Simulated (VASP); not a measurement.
# TiSi16 (a cell with a defect) in VASP: a series of runs

TiSi16 (a cell with a defect) is run at these levels: PBEsol; tasks: single point.

Everything below comes from runs of VASP 6.6.1. Logs are shortened: lines on timing, memory, paths and dates and some standing lists are left out, and cuts for length are marked.

### 1 The cell of the first run

The cell holds a defect, 17 atoms: a = 7.679 Å, b = 7.679 Å, c = 7.679 Å, α = 60.00°, β = 60.00°, γ = 60.00°.

### 2 Single point, PBEsol

Input file INCAR:

```
PREC = Accurate
ENCUT = 520
EDIFF = 1E-7
ISMEAR = -1
SIGMA = 0.02
LREAL = Auto
LASPH = True
NELM = 80
ALGO = Normal
ISIF = 2
LWAVE = False
LCHARG = True
GGA = PS
LELF = True
LVHAR = True
NBANDS = 52
```

Input file KPOINTS:

```
regular mesh
0
Gamma
  2 2 2
```

Input file POSCAR:

```
TiSi16
1.0
    0.0000000000      5.4300000000      5.4300000000
    5.4300000000      0.0000000000      5.4300000000
    5.4300000000      5.4300000000      0.0000000000
Si Ti
16 1
Direct
    0.0076519337      0.0058839779      0.0263627993
    0.1688674033      0.0983517495      0.1426611418
    0.0043646409     -0.0056721915      0.5164088398
    0.0730478821      0.1181675875      0.6801933702
    0.0493738490      0.4668876611     -0.0296685083
    0.1467771639      0.6271823204      0.1220441989
    0.0107366483      0.4702578269      0.4782320442
    0.1391160221      0.6062983425      0.5800184162
    0.5205340700     -0.0356721915     -0.0295948435
    0.5991804788      0.0738581952      0.1496040516
    0.4473572744      0.0051657459      0.5127163904
    0.6180018416      0.1448342541      0.5794567219
    0.5026243094      0.4574309392      0.0041344383
    0.6829005525      0.5682228361      0.0841896869
    0.4959023941      0.5317587477      0.4504143646
    0.6337108656      0.5970994475      0.6160497238
    0.8542449355      0.8696040516      0.3907274401
```

Potentials or basis: VASP PAW PBE potentials, release 64 (Si, Ti_sv).

Started as:

```sh
> cat potpaw_PBE.64/Si/POTCAR potpaw_PBE.64/Ti_sv/POTCAR > POTCAR
> mpirun -np 1 vasp_std > vasp.out
```

OUTCAR:

```text
PREC = Accurate
   ENCUT = 520
   EDIFF = 1E-7
   ISMEAR = -1
   LREAL = Auto
   LASPH = True
   NELM = 80
   ISIF = 2
   GGA = PS

 ion  position               nearest neighbor table
   1  0.008  0.006  0.026-   4 2.21  17 2.31   2 2.34   6 2.38  10 2.63
   2  0.169  0.098  0.143-   9 2.26   1 2.34   5 2.34   3 2.36  17 2.97
   3  0.004  0.994  0.516-   4 2.26   2 2.36  12 2.46   8 2.48  17 2.51
   4  0.073  0.118  0.680-   1 2.21   3 2.26   7 2.28  11 2.37
   5  0.049  0.467  0.970-  14 2.31   2 2.34   8 2.46   6 2.58
   6  0.147  0.627  0.122-  13 2.26   7 2.27   1 2.38   5 2.58  17 2.79
   7  0.011  0.470  0.478-   6 2.27   4 2.28   8 2.30  16 2.37  17 2.52
   8  0.139  0.606  0.580-  15 2.26   7 2.30   5 2.46   3 2.48  17 2.61
   9  0.521  0.964  0.970-   2 2.26  10 2.34  12 2.47  14 2.49
  10  0.599  0.074  0.150-  11 2.30   9 2.34  13 2.41   1 2.63  17 2.72
  11  0.447  0.005  0.513-  10 2.30   4 2.37  12 2.40  17 2.55  16 2.58
  12  0.618  0.145  0.579-  11 2.40  15 2.43   3 2.46   9 2.47  17 2.54
  13  0.503  0.457  0.004-   6 2.26  14 2.36  10 2.41  16 2.43
  14  0.683  0.568  0.084-   5 2.31  13 2.36  15 2.37   9 2.49
  15  0.496  0.532  0.450-   8 2.26  16 2.35  14 2.37  12 2.43
  16  0.634  0.597  0.616-  15 2.35   7 2.37  13 2.43  11 2.58  17 2.69
  17  0.854  0.870  0.391-   1 2.31   3 2.51   7 2.52  12 2.54  11 2.55   8 2.61  16 2.69  10 2.72
                             6 2.79   2 2.97

  LATTYP: Found a face centered cubic cell.
 ALAT       =    10.8600000000

  Lattice vectors:

 A1 = (   0.0000000000,   5.4300000000,   5.4300000000)
 A2 = (   5.4300000000,   0.0000000000,   5.4300000000)
 A3 = (   5.4300000000,   5.4300000000,   0.0000000000)

Analysis of symmetry for initial positions (statically):
=====================================================================
 Subroutine PRICEL returns:
 Original cell was already a primitive cell.

 Routine SETGRP: Setting up the symmetry group for a
 face centered cubic supercell.

 Subroutine GETGRP returns: Found  1 space group operations
 (whereof  1 operations were pure point group operations)
 out of a pool of 48 trial point group operations.

The static configuration has the point symmetry C_1 .

Analysis of symmetry for dynamics (positions and initial velocities):
=====================================================================
 Subroutine PRICEL returns:
 Original cell was already a primitive cell.

 Routine SETGRP: Setting up the symmetry group for a
 face centered cubic supercell.

 Subroutine GETGRP returns: Found  1 space group operations
 (whereof  1 operations were pure point group operations)
 out of a pool of 48 trial point group operations.

The dynamic configuration has the point symmetry C_1 .

 Subroutine INISYM returns: Found  1 space group operations
 (whereof  1 operations are pure point group operations),
 and found     1 'primitive' translations

----------------------------------------------------------------------------------------

                                     Primitive cell

  volume of cell :     320.2060

  direct lattice vectors                    reciprocal lattice vectors
     0.000000000  5.430000000  5.430000000    -0.092081031  0.092081031  0.092081031
     5.430000000  0.000000000  5.430000000     0.092081031 -0.092081031  0.092081031
     5.430000000  5.430000000  0.000000000     0.092081031  0.092081031 -0.092081031

  length of vectors
     7.679179644  7.679179644  7.679179644     0.159489025  0.159489025  0.159489025

  position of ions in fractional coordinates (direct lattice)
     0.007651934  0.005883978  0.026362799
     0.168867403  0.098351749  0.142661142
     0.004364641  0.994327809  0.516408840
     0.073047882  0.118167587  0.680193370
     0.049373849  0.466887661  0.970331492
     0.146777164  0.627182320  0.122044199
[... 9 lines left out ...]
     0.633710866  0.597099447  0.616049724
     0.854244935  0.869604052  0.390727440

  ion indices of the primitive-cell ions
   primitive index   ion index
                 1           1
                 2           2
                 3           3
                 4           4
                 5           5
                 6           6
[... 9 lines left out ...]
                16          16
                17          17

----------------------------------------------------------------------------------------

 KPOINTS: regular mesh

Automatic generation of k-mesh.
 Grid dimensions read from file:
 generate k-points for:    2    2    2

 Generating k-lattice:

  Cartesian coordinates                     Fractional coordinates (reciprocal lattice)
    -0.046040516  0.046040516  0.046040516     0.500000000  0.000000000  0.000000000
     0.046040516 -0.046040516  0.046040516     0.000000000  0.500000000  0.000000000
     0.046040516  0.046040516 -0.046040516     0.000000000  0.000000000  0.500000000

  Length of vectors
     0.079744512  0.079744512  0.079744512

  Shift w.r.t. Gamma in fractional coordinates (k-lattice)
     0.000000000  0.000000000  0.000000000

 Subroutine IBZKPT returns following result:
 ===========================================

 Found      8 irreducible k-points:

 Following reciprocal coordinates:
            Coordinates               Weight
  0.000000  0.000000  0.000000      1.000000
  0.500000  0.000000  0.000000      1.000000
  0.000000  0.500000  0.000000      1.000000
  0.000000  0.000000  0.500000      1.000000
  0.500000  0.500000  0.500000      1.000000
  0.500000  0.500000  0.000000      1.000000
  0.000000  0.500000  0.500000      1.000000
  0.500000  0.000000  0.500000      1.000000
   k-points           NKPTS =      8   k-points in BZ     NKDIM =      8   number of bands    NBANDS=     52
   number of dos      NEDOS =    301   number of ions     NIONS =     17
   total plane-waves  NPLWV = 216000
   dimension x,y,z NGX =    60 NGY =   60 NGZ =   60
   dimension x,y,z NGXF=   120 NGYF=  120 NGZF=  120
   ions per type =              16   1
   NGX,Y,Z   is equivalent  to a cutoff of  12.99, 12.99, 12.99 a.u.
   NGXF,Y,Z  is equivalent  to a cutoff of  25.98, 25.98, 25.98 a.u.
 SYSTEM =  unknown system
   PREC   = accura    normal or accurate (medium, high low for compatibility)
   ISTART =      0    job   : 0-new  1-cont  2-samecut
   ICHARG =      2    charge: 1-file 2-atom 10-const
   ISPIN  =      1    spin polarized calculation?
   LNONCOLLINEAR =      F non collinear calculations
   LSORBIT =      F    spin-orbit coupling
   LASPH  =      T    aspherical Exc in radial PAW
   ENCUT  =  520.0 eV  38.22 Ry    6.18 a.u.  14.28 14.28 14.28*2*pi/ulx,y,z
   NELM   =     80;   NELMIN=  2; NELMDL= -5     # of ELM steps
   EDIFF  = 0.1E-06   stopping-criterion for ELM
   LREAL  =      T    real-space projection
   EDIFFG = 0.1E-05   stopping-criterion for IOM
   NSW    =      0    number of steps for IOM
   IBRION =     -1    ionic relax: 0-MD 1-quasi-New 2-CG
   NFREE  =      0    steps in history (QN), initial steepest desc. (CG)
   ISIF   =      2    stress and relaxation
   ISYM   =      2    0-nonsym 1-usesym 2-fastsym
   POTIM  = 0.5000    time-step for ionic-motion
   TEBEG  =    0.0;   TEEND  =   0.0 temperature during run
   PSTRESS=    0.0 pullay stress
   NELECT =      76.0000    total number of electrons
   NUPDOWN=      -1.0000    fix difference up-down
   EMIN   =  10.00;   EMAX   =-10.00  energy-range for DOS
   EFERMI =   0.00;   METHOD = LEGACY
   ISMEAR =    -1;   SIGMA  =   0.02  broadening in eV -4-tet -1-fermi 0-gaus
   EFERMI_NEDOS =   21; number of points for ismear=-14 and -15
   IALGO  =     38    algorithm
   IMIX   =      4    mixing-type and parameters
     AMIX     =   0.40;   BMIX     =  1.00
     AMIX_MAG =   1.60;   BMIX_MAG =  1.00
  volume/ion in A,a.u.               =      18.84       127.11
  Fermi-wavevector in a.u.,A,eV,Ry     =   1.013607  1.915439 13.978610  1.027399
  Thomas-Fermi vector in A             =   2.146786
   LORBIT       =      0    0 simple, 1 ext, 2 COOP (PROOUT), +10 PAW based schemes
   GGA     = PS    functional components
   LHFCALC =     F    Hartree Fock is set to
   AEXX    =    0.0000 exact exchange contribution
   IVDW    =     0    specifies the selected vdW correction
   LEPSILON=     F    determine dielectric tensor
   LRPA    =     F    only Hartree local field effects (RPA)
 non-spin polarized calculation
  energy-cutoff  :      520.00
  volume of cell :      320.21
 maximum number of plane-waves:      8646
 NGX is ok and might be reduce to    60
   NGX = 29   NGY = 29   NGZ = 29

 number of electron      76.0000000 magnetization

 Free energy of the ion-electron system (eV)
  ---------------------------------------------------
  ext. energy  EPLUGINS =         0.00000000
  ---------------------------------------------------
  free energy    TOTEN  =       -96.71681641 eV

  energy without entropy =      -96.70370800  energy(sigma->0) =      -96.71026220

 E-fermi :   6.7070     XC(G=0):  -9.9133

 val. band max:        6.6923453378   @ k =   0.5000   0.5000   0.5000
 cond. band min:       6.7070687220   @ k =   0.5000   0.5000   0.0000
 fundamental gap:      0.0147233842
 Fermi energy:         6.7069632977

 k-point     1 :       0.0000    0.0000    0.0000
  band No.  band energies     occupation
      1     -49.7133      2.00000
      2     -26.2244      2.00000
      3     -26.1989      2.00000
      4     -26.1341      2.00000
      5      -5.8161      2.00000
      6      -3.5798      2.00000
[... 42 lines left out ...]
     49       8.2880      0.00000
     50       8.3054      0.00000

 k-point     2 :       0.5000    0.0000    0.0000
  band No.  band energies     occupation
      1     -49.7133      2.00000
      2     -26.2244      2.00000
      3     -26.1989      2.00000
      4     -26.1341      2.00000
      5      -5.2305      2.00000
      6      -4.7071      2.00000
[... 310 lines left out ...]
 k-point     8 :       0.5000    0.0000    0.5000
  band No.  band energies     occupation
      1     -49.7133      2.00000
      2     -26.2244      2.00000
      3     -26.1989      2.00000
      4     -26.1341      2.00000
      5      -4.8854      2.00000
      6      -4.6383      2.00000
[... 42 lines left out ...]
     49       9.6636      0.00000
     50      10.0431      0.00000
 [bands above 50 left out]

------------------------ aborting loop because EDIFF is reached ----------------------------------------

  FORCE on cell =-STRESS in cart. coord.  units (eV):
  Direction    XX          YY          ZZ          XY          YZ          ZX
  --------------------------------------------------------------------------------------
  -------------------------------------------------------------------------------------
  Total        2.1647130      2.6516288      2.3704423      0.8998241      1.6415747     -3.6451579
  in kB       10.8313209     13.2676447     11.8607046      4.5023443      8.2137550    -18.2388494
  external PRESSURE =      11.9865567 kB  Pullay stress =       0.0000000 kB

 VOLUME and BASIS-vectors are now :
 -----------------------------------------------------------------------------
  energy-cutoff  :      520.00
  volume of cell :      320.21
      direct lattice vectors                 reciprocal lattice vectors
     0.000000000  5.430000000  5.430000000    -0.092081031  0.092081031  0.092081031
     5.430000000  0.000000000  5.430000000     0.092081031 -0.092081031  0.092081031
     5.430000000  5.430000000  0.000000000     0.092081031  0.092081031 -0.092081031

 POSITION                                       TOTAL-FORCE (eV/Angst)
 -----------------------------------------------------------------------------------
      0.17510      0.18470      0.07350        -0.128390     -0.701297     -0.408005
      1.30870      1.69160      1.45100         0.695647     -0.178810     -0.349745
      8.20330      2.82780      5.42290        -0.659374     -0.407668     -0.879509
      4.33510      4.09010      1.03830        -0.869131     -0.107916      0.764596
      7.80410      5.53700      2.80330         0.487341      0.081814      0.975282
      4.06830      1.45970      4.20260        -0.852127     -1.413256     -0.622789
[... 9 lines left out ...]
      6.58740      6.78620      6.68330         1.018367     -0.543168     -0.353146
      6.84360      6.76020      9.36050        -0.238361      0.458765     -0.358451
 -----------------------------------------------------------------------------------
    total drift:                                0.001304     -0.006367     -0.006014

  FREE ENERGIE OF THE ION-ELECTRON SYSTEM (eV)
  ---------------------------------------------------
  free  energy   TOTEN  =       -96.7168164080 eV

  energy  without entropy=      -96.7037079973  energy(sigma->0) =      -96.71026220
```

Wall time 3.3 min (1 thread of AMD EPYC 9R45 (Zen 5), shared host); peak memory 0.47 GiB.

What came out:

| Item | Value |
| --- | --- |
| Free energy | -96.7168 eV |
| Pressure | 1.2 GPa |
| Largest force | 1.764 eV/Å |
| Band gap on the k mesh | zero (bands 38 and 39 overlap by 0.27 eV) |

Forces on the atoms (eV/Å):
```
Si  -0.128 -0.701 -0.408
Si   0.696 -0.179 -0.350
Si  -0.659 -0.408 -0.880
Si  -0.869 -0.108  0.765
Si   0.487  0.082  0.975
Si  -0.852 -1.413 -0.623
Si   0.177  0.016 -0.432
Si   1.406  0.890 -0.186
Si  -1.358  0.486  0.318
Si   0.021 -0.252  1.041
Si  -0.168  0.633 -0.451
Si   1.267  0.350 -0.186
Si  -0.837  0.681  0.796
Si   1.115 -0.833  0.017
Si  -1.077  0.840  0.314
Si   1.018 -0.543 -0.353
Ti  -0.238  0.459 -0.358
```

Levels at points of the mesh, in eV from the Fermi level:
```
           k point  band 36  band 37  band 38  band 39  band 40  band 41
(0.00, 0.00, 0.00)    -0.75    -0.50    -0.34    -0.16     0.04     0.12
(0.50, 0.00, 0.00)    -0.75    -0.27     0.10     0.18     0.31     0.58
(0.00, 0.50, 0.00)    -0.90    -0.50    -0.02     0.26     0.31     0.49
(0.00, 0.00, 0.50)    -0.85    -0.44    -0.25    -0.15     0.52     0.76
(0.50, 0.50, 0.50)    -0.69    -0.05    -0.01     0.30     0.34     0.49
(0.50, 0.50, 0.00)    -1.46    -0.46     0.00     0.50     0.73     1.15
(0.00, 0.50, 0.50)    -1.36    -0.65    -0.16     0.56     0.83     1.04
(0.50, 0.00, 0.50)    -1.49    -0.46    -0.08     0.69     0.87     1.06
```

Caveat: the k points lie up to 0.50 Å⁻¹ apart; the PAW data sets were made with another functional, which shifts forces and pressure a little.

(Part 1 of 2 ends here.)

The gap in the log of VASP goes by the Fermi energy; the results here count the filled bands.